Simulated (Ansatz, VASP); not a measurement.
## One calculation of TiC, two programs

Contents of INCAR:

```
SYSTEM = TiC
PREC     = Accurate       ! precision mode
ENCUT    = 520            ! plane-wave cutoff, eV
EDIFF    = 1E-6           ! SCF threshold, eV
ISMEAR   = 0              ! smearing method
SIGMA    = 0.15           ! smearing width, eV
LREAL    = .False.        ! projectors in reciprocal space
LASPH    = .True.         ! aspherical terms in the spheres
NELM     = 80             ! most SCF steps
ALGO     = Normal         ! electronic algorithm
ISIF     = 2              ! what is computed and relaxed
LWAVE    = .False.        ! write WAVECAR
LCHARG   = .False.        ! write CHGCAR
GGA      = PS             ! functional
NBANDS   = 15             ! bands
```

KPOINTS

```
regular mesh
0
Gamma
  18 18 18
  0 0 0
```

Contents of POSCAR:

```
TiC
1.0
    0.0000000000      2.0990800000      2.0990800000
    2.0990800000      0.0000000000      2.0990800000
    2.0990800000      2.0990800000      0.0000000000
Ti C
1 1
Direct
    0.0000000000      0.0000000000      0.0000000000
    0.5000000000      0.5000000000      0.5000000000
```

Input for Ansatz:

```yaml
crystal:
  lattice:
    - [0.0, 2.09908, 2.09908]
    - [2.09908, 0.0, 2.09908]
    - [2.09908, 2.09908, 0.0]
  atoms:
    - { symbol: Ti, position: [0.0, 0.0, 0.0] }
    - { symbol: C, position: [0.5, 0.5, 0.5] }
basis:
  ecutwfc: 420
kpoints:
  mp_grid: { grid: [18, 18, 18] }
hamiltonian:
  xc: pbesol
scf:
  occupations: { method: gaussian, width: 0.15 }
output:
  forces: true
  stress: true
  eigenvalues: true
```

Change from the starting cell: strain -0.030 along x and y, -0.030 along z, atoms carried along.

Alike in both runs: task single point; functional PBEsol; k mesh 18 × 18 × 18; occupations gaussian, width 0.15 eV; no spin polarisation.

|  | VASP | Ansatz |
| --- | --- | --- |
| version | VASP 6.6.1 | Ansatz 0.2.0 |
| potentials or method | VASP PAW PBE potentials, release 64 (Ti_sv, C), cutoff 520 eV | scalar-relativistic, plane waves, PAW |
| valence electrons in the cell | 16 | 16 |

|  | VASP | Ansatz | Ansatz less VASP |
| --- | --- | --- | --- |
| gap on the k mesh at the Fermi level (eV) | none | none | - |
| pressure (GPa) | 20.7 | 20.5 | -0.20 |

VASP's potentials were made for PBE, not for PBEsol. A gap of «none» marks a metal or a gap that the smearing closes.
